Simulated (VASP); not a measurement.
# Rh (P6_3/mmc) in VASP: notebook

The runs below take Rh through single point, with LDA.

All numbers are computed with VASP 6.6.1; they aren't measurements. Logs are shortened: lines on timing, memory, paths and dates and some standing lists are left out, and cuts for length are marked.

## 1. The cell of the first run

Symmetry: P6_3/mmc, No. 194, hexagonal system. The conventional cell has a = 2.710 Å, b = 2.710 Å, c = 9.360 Å, α = 90.00°, β = 90.00°, γ = 120.00°. Rh (site symmetry -3m) has 12 Rh at 2.71 to 2.82 Å within 3.6 Å. Rh (site symmetry -6m2) has 12 Rh at 2.71 to 2.82 Å within 3.6 Å.

This isn't the form of Rh at room conditions, which is fcc.

## 2. Single point, LDA

File INCAR:

```
PREC = Accurate
ENCUT = 520
EDIFF = 1E-6
ISMEAR = 0
SIGMA = 0.15
LREAL = F
LASPH = T
NELM = 60
ALGO = Fast
ISIF = 2
LWAVE = F
LCHARG = T
GGA = CA
LELF = T
LVHAR = T
NBANDS = 38
```

File KPOINTS:

```
Automatic mesh
0
Gamma
  18 18 6
```

File POSCAR:

```
Rh
1.0
    2.7104000000      0.0000000000      0.0000000000
   -1.3552000000      2.3472752544      0.0000000000
    0.0000000000      0.0000000000      9.3602000000
Rh
4
Direct
    0.0000000000      0.0000000000      0.0000000000
    0.3333333333      0.6666666667      0.2500000000
    0.0000000000      0.0000000000      0.5000000000
    0.6666666667      0.3333333333      0.7500000000
```

Potentials or basis: VASP PAW LDA potentials, release 64 (Rh_pv).

On the command line:

```sh
cat potpaw_LDA.64/Rh_pv/POTCAR > POTCAR
mpirun -np 1 vasp_std > vasp.out
```

OUTCAR:

```text
PREC = Accurate
   ENCUT = 520
   EDIFF = 1E-6
   ISMEAR = 0
   LREAL = F
   LASPH = T
   NELM = 60
   ISIF = 2
   GGA = CA

 ion  position               nearest neighbor table
   1  0.000  0.000  0.000-   2 2.82   4 2.82   2 2.82   4 2.82   4 2.82   2 2.82
   2  0.333  0.667  0.250-   1 2.82   3 2.82   1 2.82   3 2.82   1 2.82   3 2.82
   3  0.000  0.000  0.500-   2 2.82   4 2.82   2 2.82   4 2.82   4 2.82   2 2.82
   4  0.667  0.333  0.750-   1 2.82   3 2.82   1 2.82   3 2.82   1 2.82   3 2.82

  LATTYP: Found a hexagonal cell.
 ALAT       =     2.7104000000
 C/A-ratio  =     3.4534386068

  Lattice vectors:

 A1 = (   2.7104000000,   0.0000000000,   0.0000000000)
 A2 = (  -1.3552000000,   2.3472752544,   0.0000000000)
 A3 = (   0.0000000000,   0.0000000000,   9.3602000000)

Analysis of symmetry for initial positions (statically):
=====================================================================
 Subroutine PRICEL returns:
 Original cell was already a primitive cell.

 Routine SETGRP: Setting up the symmetry group for a
 hexagonal supercell.

 Subroutine GETGRP returns: Found 24 space group operations
 (whereof 12 operations were pure point group operations)
 out of a pool of 24 trial point group operations.

The static configuration has the point symmetry D_3d.
 The point group associated with its full space group is D_6h.

Analysis of symmetry for dynamics (positions and initial velocities):
=====================================================================
 Subroutine PRICEL returns:
 Original cell was already a primitive cell.

 Routine SETGRP: Setting up the symmetry group for a
 hexagonal supercell.

 Subroutine GETGRP returns: Found 24 space group operations
 (whereof 12 operations were pure point group operations)
 out of a pool of 24 trial point group operations.

The dynamic configuration has the point symmetry D_3d.
 The point group associated with its full space group is D_6h.

 Subroutine INISYM returns: Found 24 space group operations
 (whereof 12 operations are pure point group operations),
 and found     1 'primitive' translations

----------------------------------------------------------------------------------------

                                     Primitive cell

  volume of cell :      59.5501

  direct lattice vectors                    reciprocal lattice vectors
     2.710400000  0.000000000  0.000000000     0.368949233  0.213012939  0.000000000
    -1.355200000  2.347275254  0.000000000     0.000000000  0.426025878  0.000000000
     0.000000000  0.000000000  9.360200000     0.000000000  0.000000000  0.106835324

  length of vectors
     2.710400000  2.710400000  9.360200000     0.426025878  0.426025878  0.106835324

  position of ions in fractional coordinates (direct lattice)
     0.000000000  0.000000000  0.000000000
     0.333333333  0.666666667  0.250000000
     0.000000000  0.000000000  0.500000000
     0.666666667  0.333333333  0.750000000

  ion indices of the primitive-cell ions
   primitive index   ion index
                 1           1
                 2           2
                 3           3
                 4           4

----------------------------------------------------------------------------------------

 KPOINTS: Automatic mesh

Automatic generation of k-mesh.
 Grid dimensions read from file:
 generate k-points for:   18   18    6

 Generating k-lattice:

  Cartesian coordinates                     Fractional coordinates (reciprocal lattice)
     0.020497180  0.011834052  0.000000000     0.055555556  0.000000000  0.000000000
     0.000000000  0.023668104  0.000000000     0.000000000  0.055555556  0.000000000
     0.000000000  0.000000000  0.017805887     0.000000000  0.000000000  0.166666667

  Length of vectors
     0.023668104  0.023668104  0.017805887

  Shift w.r.t. Gamma in fractional coordinates (k-lattice)
     0.000000000  0.000000000  0.000000000

 Subroutine IBZKPT returns following result:
 ===========================================

 Found    148 irreducible k-points:

 Following reciprocal coordinates:
            Coordinates               Weight
  0.000000  0.000000  0.000000      1.000000
  0.055556  0.000000  0.000000      6.000000
  0.111111  0.000000  0.000000      6.000000
  0.166667  0.000000  0.000000      6.000000
  0.222222 -0.000000  0.000000      6.000000
  0.277778  0.000000  0.000000      6.000000
[... 16 lines left out ...]
  0.333333  0.111111  0.000000     12.000000
  0.388889  0.111111  0.000000     12.000000
 [... further k-points ...]
   k-points           NKPTS =    148   k-points in BZ     NKDIM =    148   number of bands    NBANDS=     38
   number of dos      NEDOS =    301   number of ions     NIONS =      4
   total plane-waves  NPLWV =  28000
   dimension x,y,z NGX =    20 NGY =   20 NGZ =   70
   dimension x,y,z NGXF=    40 NGYF=   40 NGZF=  140
   ions per type =               4
   NGX,Y,Z   is equivalent  to a cutoff of  12.27, 12.27, 12.43 a.u.
   NGXF,Y,Z  is equivalent  to a cutoff of  24.53, 24.53, 24.87 a.u.
 SYSTEM =  unknown system
   PREC   = accura    normal or accurate (medium, high low for compatibility)
   ISTART =      0    job   : 0-new  1-cont  2-samecut
   ICHARG =      2    charge: 1-file 2-atom 10-const
   ISPIN  =      1    spin polarized calculation?
   LNONCOLLINEAR =      F non collinear calculations
   LSORBIT =      F    spin-orbit coupling
   LASPH  =      T    aspherical Exc in radial PAW
   ENCUT  =  520.0 eV  38.22 Ry    6.18 a.u.   5.04  5.04 17.40*2*pi/ulx,y,z
   NELM   =     60;   NELMIN=  2; NELMDL= -5     # of ELM steps
   EDIFF  = 0.1E-05   stopping-criterion for ELM
   LREAL  =      F    real-space projection
   EDIFFG = 0.1E-04   stopping-criterion for IOM
   NSW    =      0    number of steps for IOM
   IBRION =     -1    ionic relax: 0-MD 1-quasi-New 2-CG
   NFREE  =      0    steps in history (QN), initial steepest desc. (CG)
   ISIF   =      2    stress and relaxation
   ISYM   =      2    0-nonsym 1-usesym 2-fastsym
   POTIM  = 0.5000    time-step for ionic-motion
   TEBEG  =    0.0;   TEEND  =   0.0 temperature during run
   PSTRESS=    0.0 pullay stress
   NELECT =      60.0000    total number of electrons
   NUPDOWN=      -1.0000    fix difference up-down
   EMIN   =  10.00;   EMAX   =-10.00  energy-range for DOS
   EFERMI =   0.00;   METHOD = LEGACY
   ISMEAR =     0;   SIGMA  =   0.15  broadening in eV -4-tet -1-fermi 0-gaus
   EFERMI_NEDOS =   21; number of points for ismear=-14 and -15
   IALGO  =     68    algorithm
   IMIX   =      4    mixing-type and parameters
     AMIX     =   0.40;   BMIX     =  1.00
     AMIX_MAG =   1.60;   BMIX_MAG =  1.00
  volume/ion in A,a.u.               =      14.89       100.47
  Fermi-wavevector in a.u.,A,eV,Ry     =   1.641211  3.101439 36.648290  2.693573
  Thomas-Fermi vector in A             =   2.731719
   LORBIT       =      0    0 simple, 1 ext, 2 COOP (PROOUT), +10 PAW based schemes
   GGA     = CA    functional components
   LHFCALC =     F    Hartree Fock is set to
   AEXX    =    0.0000 exact exchange contribution
   IVDW    =     0    specifies the selected vdW correction
   LEPSILON=     F    determine dielectric tensor
   LRPA    =     F    only Hartree local field effects (RPA)
 non-spin polarized calculation
 RMM-DIIS sequential band-by-band and
 Gauss-broadening in eV      SIGMA  =   0.15
  energy-cutoff  :      520.00
  volume of cell :       59.55
 maximum number of plane-waves:      1629
   NGX = 11   NGY = 11   NGZ = 35

 number of electron      59.9999991 magnetization

 Free energy of the ion-electron system (eV)
  ---------------------------------------------------
  ext. energy  EPLUGINS =         0.00000000
  ---------------------------------------------------
  free energy    TOTEN  =       -33.98916685 eV

  energy without entropy =      -33.91622723  energy(sigma->0) =      -33.95269704

 E-fermi :  10.3001     XC(G=0): -13.8468

 val. band max:       10.2913468417   @ k =   0.1667   0.1667   0.3333
 cond. band min:      10.3001167090   @ k =   0.3889   0.1667   0.3333
 fundamental gap:      0.0087698672
 Fermi energy:        10.3000728080

 k-point     1 :       0.0000    0.0000    0.0000
  band No.  band energies     occupation
      1     -36.2083      2.00000
      2     -35.9738      2.00000
      3     -35.9657      2.00000
      4     -35.7831      2.00000
      5     -35.7831      2.00000
      6     -35.7592      2.00000
[... 30 lines left out ...]
     37      17.2827      0.00000
     38      23.5910      0.00000

 k-point     2 :       0.0556    0.0000    0.0000
  band No.  band energies     occupation
      1     -36.2029      2.00000
      2     -35.9740      2.00000
      3     -35.9661      2.00000
      4     -35.7989      2.00000
      5     -35.7877      2.00000
      6     -35.7727      2.00000
[... 30 lines left out ...]
     37      17.2733      0.00000
     38      23.6664      0.00000

 k-point     3 :       0.1111    0.0000    0.0000
  band No.  band energies     occupation
      1     -36.1871      2.00000
      2     -35.9767      2.00000
      3     -35.9701      2.00000
      4     -35.8438      2.00000
      5     -35.8100      2.00000
      6     -35.8008      2.00000
[... 30 lines left out ...]
     37      17.2507      0.00000
     38      23.9591      0.00000

 k-point     4 :       0.1667    0.0000    0.0000
  band No.  band energies     occupation
      1     -36.1623      2.00000
      2     -35.9912      2.00000
      3     -35.9895      2.00000
      4     -35.9107      2.00000
      5     -35.8680      2.00000
      6     -35.8459      2.00000
[... 30 lines left out ...]
     37      17.2321      0.00000
     38      24.2602      0.00000
[... 703 lines left out ...]
      4     -36.1313      2.00000
      5     -36.0392      2.00000
      6     -35.9236      2.00000
[... 30 lines left out ...]
     37      17.9601      0.00000
     38      20.8340      0.00000

 k-point    23 :       0.3333    0.1111    0.0000
  band No.  band energies     occupation
      1     -36.2564      2.00000
      2     -36.2364      2.00000
      3     -36.2078      2.00000
      4     -36.1859      2.00000
      5     -36.0012      2.00000
      6     -35.9447      2.00000
[... 30 lines left out ...]
     37      18.9102      0.00000
     38      19.4640      0.00000

 k-point    24 :       0.3889    0.1111    0.0000
  band No.  band energies     occupation
      1     -36.2952      2.00000
      2     -36.2724      2.00000
      3     -36.2456      2.00000
      4     -36.2209      2.00000
      5     -35.9677      2.00000
      6     -35.9595      2.00000
[... 30 lines left out ...]
     37      19.1112      0.00000
     38      19.1908      0.00000

 [... further k-points ...]
[... 5 lines left out ...]
  --------------------------------------------------------------------------------------
  -------------------------------------------------------------------------------------
  Total       -7.8690710     -7.8690710    -12.9887987      0.0000000     -0.0000000      0.0000000
  in kB     -211.7149416   -211.7149416   -349.4596461      0.0000000     -0.0000000      0.0000000
  external PRESSURE =    -257.6298431 kB  Pullay stress =       0.0000000 kB

 VOLUME and BASIS-vectors are now :
 -----------------------------------------------------------------------------
  energy-cutoff  :      520.00
  volume of cell :       59.55
      direct lattice vectors                 reciprocal lattice vectors
     2.710400000  0.000000000  0.000000000     0.368949233  0.213012939  0.000000000
    -1.355200000  2.347275254  0.000000000     0.000000000  0.426025878  0.000000000
     0.000000000  0.000000000  9.360200000     0.000000000  0.000000000  0.106835324

 POSITION                                       TOTAL-FORCE (eV/Angst)
 -----------------------------------------------------------------------------------
      0.00000      0.00000      0.00000         0.000000     -0.000000     -0.000000
     -0.00000      1.56485      2.34005         0.000000      0.000000     -0.000000
      0.00000      0.00000      4.68010         0.000000     -0.000000     -0.000000
      1.35520      0.78243      7.02015        -0.000000      0.000000      0.000000
 -----------------------------------------------------------------------------------
    total drift:                                0.000000     -0.000000      0.000000

  FREE ENERGIE OF THE ION-ELECTRON SYSTEM (eV)
  ---------------------------------------------------
  free  energy   TOTEN  =       -33.9891668526 eV

  energy  without entropy=      -33.9162272300  energy(sigma->0) =      -33.95269704
```

Run time: 2.6 min. Hardware: 1 thread of AMD EPYC 9R45 (Zen 5), shared host; peak memory 0.29 GiB.

Results:

```
Free energy            : -33.9892 eV
Pressure               : -25.8 GPa
Band gap on the k mesh : zero (bands 30 and 31 overlap by 1.82 eV)
```

Caveat: the stress differs along the axes, from -35 to -21 GPa.

(Part 1 of 2 ends here.)
